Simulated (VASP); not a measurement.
# BaNa2CoP2O8 (P-3m1) in VASP: single point with PBE+U

Aim: the single point of BaNa2CoP2O8 with PBE+U.

All numbers are computed with VASP 6.6.1; they aren't measurements. Logs are shortened: lines on timing, memory, paths and dates and some standing lists are left out, and cuts for length are marked.

### 1 The cell of the first run

Symmetry: P-3m1, No. 164, trigonal system. Conventional cell: a = 5.313 Å, b = 5.313 Å, c = 7.008 Å, α = 90.00°, β = 90.00°, γ = 120.00°. Within 3.4 Å of Na (site symmetry 3m) lie 10 O at 2.41 to 2.90 Å and 4 P at 3.07 to 3.11 Å and 3 Co at 3.32 Å. Ba (site symmetry -3m) has 12 O at 2.78 to 3.07 Å and 2 Co at 3.50 Å and 6 P at 3.51 Å and 6 Na at 3.80 Å within 3.8 Å. Co (site symmetry -3m) has 6 O at 2.05 Å within 2.7 Å. P (site symmetry 3m) has 4 O at 1.53 to 1.54 Å within 2.0 Å. Within 2.0 Å of O (site symmetry 3m) lie 1 P at 1.53 Å. O (site symmetry m) has 1 P at 1.54 Å and 1 Co at 2.05 Å within 2.1 Å.

### 2 Single point, PBE+U, collinear spin, ferromagnetic start

Input file INCAR:

```
ALGO = Normal
EDIFF = 1E-6
ENCUT = 520
GGA = PE
ISIF = 2
ISMEAR = 0
ISPIN = 2
LASPH = T
LCHARG = F
LDAU = T
LDAUJ = 0 0 0 0 0
LDAUL = -1 -1 2 -1 -1
LDAUPRINT = 1
LDAUTYPE = 2
LDAUU = 0 0 3.3 0 0
LMAXMIX = 4
LORBIT = 11
LREAL = F
LWAVE = F
MAGMOM = 0 0 0 3 0 0 0 0 0 0 0 0 0 0
NBANDS = 62
NELM = 150
PREC = Accurate
SIGMA = 0.05
```

Input file KPOINTS:

```
k-points
0
Gamma
  4 4 4
```

Input file POSCAR:

```
BaNa2CoP2O8
1.0
    5.3127500000      0.0000000000      0.0000000000
   -2.6563750000      4.6009764600      0.0000000000
    0.0000000000      0.0000000000      7.0081000000
Na Ba Co P O
2 1 1 2 8
Direct
    0.3333333300      0.6666666700      0.1809220000
    0.6666666700      0.3333333300      0.8190780000
    0.0000000000      0.0000000000      0.5000000000
    0.0000000000      0.0000000000      0.0000000000
    0.3333333300      0.6666666700      0.7432070000
    0.6666666700      0.3333333300      0.2567930000
    0.3333333300      0.6666666700      0.5253630000
    0.6666666700      0.3333333300      0.4746370000
    0.8229305000      0.6458610000      0.1786850000
    0.8229305000      0.1770695000      0.1786850000
    0.3541390000      0.1770695000      0.1786850000
    0.1770695000      0.3541390000      0.8213150000
    0.1770695000      0.8229305000      0.8213150000
    0.6458610000      0.8229305000      0.8213150000
```

Potentials or basis: VASP PAW PBE potentials, release 64 (Na_pv, Ba_sv, Co, P, O).

Run with:

```sh
$ cat potpaw_PBE.64/Na_pv/POTCAR potpaw_PBE.64/Ba_sv/POTCAR potpaw_PBE.64/Co/POTCAR potpaw_PBE.64/P/POTCAR potpaw_PBE.64/O/POTCAR > POTCAR
$ mpirun -np 1 vasp_std > vasp.out
```

OUTCAR:

```text
EDIFF = 1E-6
   ENCUT = 520
   GGA = PE
   ISIF = 2
   ISMEAR = 0
   ISPIN = 2
   LASPH = T
   LORBIT = 11
   LREAL = F
   NELM = 150
   PREC = Accurate

 ion  position               nearest neighbor table
   1  0.333  0.667  0.181-
   2  0.667  0.333  0.819-
   3  0.000  0.000  0.500-   9 2.78  12 2.78  11 2.78  10 2.78  13 2.78  14 2.78   7 3.07   8 3.07
                             7 3.07   8 3.07   8 3.07   7 3.07   4 3.50   4 3.50   6 3.51   5 3.51
   4  0.000  0.000  0.000-   9 2.05  12 2.05  11 2.05  10 2.05  13 2.05  14 2.05   3 3.50   3 3.50

   5  0.333  0.667  0.743-   7 1.53  13 1.54  12 1.54  14 1.54   3 3.51   3 3.51   3 3.51
   6  0.667  0.333  0.257-   8 1.53  10 1.54   9 1.54  11 1.54   3 3.51   3 3.51   3 3.51
   7  0.333  0.667  0.525-   5 1.53   3 3.07   3 3.07   3 3.07
   8  0.667  0.333  0.475-   6 1.53   3 3.07   3 3.07   3 3.07
   9  0.823  0.646  0.179-   6 1.54   4 2.05   3 2.78
  10  0.823  0.177  0.179-   6 1.54   4 2.05   3 2.78
  11  0.354  0.177  0.179-   6 1.54   4 2.05   3 2.78
  12  0.177  0.354  0.821-   5 1.54   4 2.05   3 2.78
  13  0.177  0.823  0.821-   5 1.54   4 2.05   3 2.78
  14  0.646  0.823  0.821-   5 1.54   4 2.05   3 2.78

  LATTYP: Found a hexagonal cell.
 ALAT       =     5.3127500000
 C/A-ratio  =     1.3191096890

  Lattice vectors:

 A1 = (   5.3127500000,   0.0000000000,   0.0000000000)
 A2 = (  -2.6563750000,   4.6009764600,   0.0000000000)
 A3 = (   0.0000000000,   0.0000000000,   7.0081000000)

Analysis of symmetry for initial positions (statically):
=====================================================================
 Subroutine PRICEL returns:
 Original cell was already a primitive cell.

 Routine SETGRP: Setting up the symmetry group for a
 hexagonal supercell.

 Subroutine GETGRP returns: Found 12 space group operations
 (whereof 12 operations were pure point group operations)
 out of a pool of 24 trial point group operations.

The static configuration has the point symmetry D_3d.

Analysis of symmetry for dynamics (positions and initial velocities):
=====================================================================
 Subroutine PRICEL returns:
 Original cell was already a primitive cell.

 Routine SETGRP: Setting up the symmetry group for a
 hexagonal supercell.

 Subroutine GETGRP returns: Found 12 space group operations
[... 229 lines left out ...]
      4     -19.2130      1.00000
      5     -19.2130      1.00000
      6     -19.2080      1.00000
[... 769 lines left out ...]
     56      12.0778      0.00000
     57      12.2006      0.00000
 Fermi energy:         4.3213200176

 spin component 2

 k-point     1 :       0.0000    0.0000    0.0000
  band No.  band energies     occupation
      1     -22.3167      1.00000
      2     -19.2258      1.00000
      3     -19.2198      1.00000
      4     -19.2132      1.00000
      5     -19.2132      1.00000
      6     -19.2083      1.00000
[... 769 lines left out ...]
     56      12.1542      0.00000
     57      12.2400      0.00000
 [bands above 57 left out]

------------------------ aborting loop because EDIFF is reached ----------------------------------------

  FORCE on cell =-STRESS in cart. coord.  units (eV):
  Direction    XX          YY          ZZ          XY          YZ          ZX
  --------------------------------------------------------------------------------------
  -------------------------------------------------------------------------------------
  Total        6.6841142      6.6841142      5.0868661      0.0000000     -0.0000000      0.0000000
  in kB       62.5150763     62.5150762     47.5763599      0.0000000     -0.0000000      0.0000000
  external PRESSURE =      57.5355041 kB  Pullay stress =       0.0000000 kB

 VOLUME and BASIS-vectors are now :
 -----------------------------------------------------------------------------
  energy-cutoff  :      520.00
  volume of cell :      171.30
      direct lattice vectors                 reciprocal lattice vectors
     5.312750000  0.000000000  0.000000000     0.188226436  0.108672584  0.000000000
    -2.656375000  4.600976460  0.000000000     0.000000000  0.217345168  0.000000000
     0.000000000  0.000000000  7.008100000     0.000000000  0.000000000  0.142692028

 POSITION                                       TOTAL-FORCE (eV/Angst)
 -----------------------------------------------------------------------------------
     -0.00000      3.06732      1.26792         0.000000      0.000000     -0.053937
      2.65638      1.53366      5.74018        -0.000000      0.000000      0.053937
      0.00000      0.00000      3.50405         0.000000      0.000000     -0.000000
      0.00000      0.00000      0.00000        -0.000000      0.000000     -0.000000
     -0.00000      3.06732      5.20847        -0.000000      0.000000     -0.026899
      2.65638      1.53366      1.79963         0.000000      0.000000      0.026899
     -0.00000      3.06732      3.68180        -0.000000      0.000000     -0.625710
      2.65638      1.53366      3.32630         0.000000      0.000000      0.625710
      2.65637      2.97159      1.25224         0.000000      0.519737     -0.005632
      3.90166      0.81469      1.25224         0.450105     -0.259868     -0.005632
      1.41109      0.81469      1.25224        -0.450105     -0.259868     -0.005632
      0.00000      1.62939      5.75586         0.000000     -0.519737      0.005632
     -1.24529      3.78628      5.75586        -0.450105      0.259868      0.005632
      1.24529      3.78628      5.75586         0.450105      0.259868      0.005632
 -----------------------------------------------------------------------------------
    total drift:                               -0.000000      0.000000      0.000000

  FREE ENERGIE OF THE ION-ELECTRON SYSTEM (eV)
  ---------------------------------------------------
  free  energy   TOTEN  =       -91.2012717442 eV

  energy  without entropy=      -91.1941033965  energy(sigma->0) =      -91.19768757

 total charge

# of ion       s       p       d       tot
------------------------------------------
    1        0.034   5.977   0.000   6.011
    2        0.034   5.977   0.000   6.011
    3        1.998   5.647   0.243   7.888
    4        0.271   0.373   7.150   7.794
    5        0.916   1.542   0.000   2.458
    6        0.916   1.542   0.000   2.458
    7        1.566   3.576   0.000   5.142
    8        1.566   3.576   0.000   5.142
    9        1.560   3.614   0.000   5.174
   10        1.560   3.614   0.000   5.174
   11        1.560   3.614   0.000   5.174
   12        1.560   3.614   0.000   5.174
   13        1.560   3.614   0.000   5.174
   14        1.560   3.614   0.000   5.174
--------------------------------------------------
tot         16.664  49.893   7.393  73.950

 magnetization (x)

# of ion       s       p       d       tot
------------------------------------------
    1       -0.000  -0.000   0.000  -0.000
    2       -0.000  -0.000   0.000  -0.000
    3       -0.000   0.000   0.000   0.000
    4        0.009   0.010   2.704   2.723
    5        0.005   0.009   0.000   0.014
    6        0.005   0.009   0.000   0.014
    7        0.000   0.009   0.000   0.009
    8        0.000   0.009   0.000   0.009
    9        0.006   0.030   0.000   0.036
   10        0.006   0.030   0.000   0.036
   11        0.006   0.030   0.000   0.036
   12        0.006   0.030   0.000   0.036
   13        0.006   0.030   0.000   0.036
   14        0.006   0.030   0.000   0.036
--------------------------------------------------
tot          0.056   0.224   2.705   2.984
```

OSZICAR:

```text
N       E                     dE             d eps       ncg     rms          rms(c)
DAV:   1     0.108063663675E+04    0.10806E+04   -0.43149E+04  3232   0.160E+03
DAV:   2     0.557539941126E+02   -0.10249E+04   -0.94109E+03  3480   0.439E+02
DAV:   3    -0.956323230576E+02   -0.15139E+03   -0.14780E+03  3776   0.184E+02
DAV:   4    -0.103064733954E+03   -0.74324E+01   -0.73356E+01  4488   0.416E+01
DAV:   5    -0.103317426134E+03   -0.25269E+00   -0.25190E+00  4840   0.689E+00    0.376E+01
DAV:   6    -0.912439895195E+02    0.12073E+02   -0.68619E+01  4848   0.512E+01    0.282E+01
DAV:   7    -0.909888005150E+02    0.25519E+00   -0.95236E+00  4224   0.417E+01    0.140E+01
DAV:   8    -0.911909991097E+02   -0.20220E+00   -0.13863E+00  4672   0.642E+00    0.714E+00
DAV:   9    -0.911817471986E+02    0.92519E-02   -0.16767E-01  5344   0.538E+00    0.287E+00
DAV:  10    -0.911989109518E+02   -0.17164E-01   -0.86827E-02  4528   0.190E+00    0.583E-01
DAV:  11    -0.912001620950E+02   -0.12511E-02   -0.13755E-02  4192   0.136E+00    0.234E-01
DAV:  12    -0.912009001977E+02   -0.73810E-03   -0.28629E-03  4336   0.312E-01    0.132E-01
DAV:  13    -0.912011920452E+02   -0.29185E-03   -0.63945E-04  4632   0.177E-01    0.622E-02
DAV:  14    -0.912012545929E+02   -0.62548E-04   -0.13892E-04  4472   0.679E-02    0.278E-02
DAV:  15    -0.912012700171E+02   -0.15424E-04   -0.63768E-05  4632   0.473E-02    0.132E-02
DAV:  16    -0.912012712181E+02   -0.12010E-05   -0.90818E-06  4200   0.164E-02    0.945E-03
DAV:  17    -0.912012717442E+02   -0.52607E-06   -0.45599E-06  3200   0.996E-03
   1 F= -.91201272E+02 E0= -.91197688E+02  d E =-.716835E-02  mag=     3.0000
```

Run time: 9.7 min. Hardware: 1 thread of AMD EPYC 7R13 (Zen 3), shared host; peak memory 0.46 GiB.

What came out:

```yaml
Free_energy: -91.2013 eV
Pressure: 5.8 GPa
Largest_force: 0.626 eV/Å
Band_gap_on_the_k_mesh: zero (filled and empty bands overlap)
Net_moment: 3.00 μB per cell
Site_moments: Na -0.00; Ba +0.00; Co +2.72; P +0.01; O +0.01, +0.04 (each value once) μB
Valence_electrons_inside_the_program's_atomic_spheres: Na 6.01; Ba 7.89; Co 7.79; P 2.46; O 5.14, 5.17 (each value once)
```

Forces in eV/Å, atoms in the order of the input:
```
Na   0.000  0.000 -0.054
Na   0.000  0.000  0.054
Ba   0.000  0.000  0.000
Co   0.000  0.000  0.000
P    0.000  0.000 -0.027
P    0.000  0.000  0.027
O    0.000  0.000 -0.626
O    0.000  0.000  0.626
O    0.000  0.520 -0.006
O    0.450 -0.260 -0.006
O   -0.450 -0.260 -0.006
O    0.000 -0.520  0.006
O   -0.450  0.260  0.006
O    0.450  0.260  0.006
```

Levels at points of the mesh, in eV from the Fermi level:
Spin up:
```
           k point  band 45  band 46  band 47  band 48  band 49  band 50
(0.00, 0.00, 0.00)    -2.08    -2.08    -2.04     3.08     5.03     5.66
(0.50, 0.00, 0.00)    -2.24    -2.18    -1.73     4.79     5.37     5.48
(0.00, 0.00, 0.50)    -2.05    -1.72    -1.72     4.23     4.38     5.45
(0.50, 0.00, 0.50)    -2.27    -2.00    -1.98     4.75     5.03     5.51
```
Spin down:
```tsv
k point	band 42	band 43	band 44	band 45	band 46	band 47
(0.00, 0.00, 0.00)	-1.96	-1.75	-0.12	-0.12	3.03	3.03
(0.50, 0.00, 0.00)	-2.00	-1.30	-0.11	0.13	2.75	3.09
(0.00, 0.00, 0.50)	-1.96	-1.71	-0.10	-0.10	3.03	3.03
(0.50, 0.00, 0.50)	-2.17	-1.25	-0.10	0.19	2.76	3.09
```

Eigenvalues of the final occupation matrices:
| site | spin | trace | eigenvalues |
| --- | --- | --- | --- |
| site 4 d | 1 | 4.94 | 0.97 0.97 0.97 1.02 1.02 |
| site 4 d | 2 | 2.23 | 0.11 0.11 0.53 0.53 0.96 |

Caveat: the cell stands under pressure; spin-orbit coupling is left out, which moves the levels of the heavy elements; a cell with one magnetic atom can't hold antiferromagnetic order, which such compounds often take. The state reached can hang on the start; a lower one may exist.
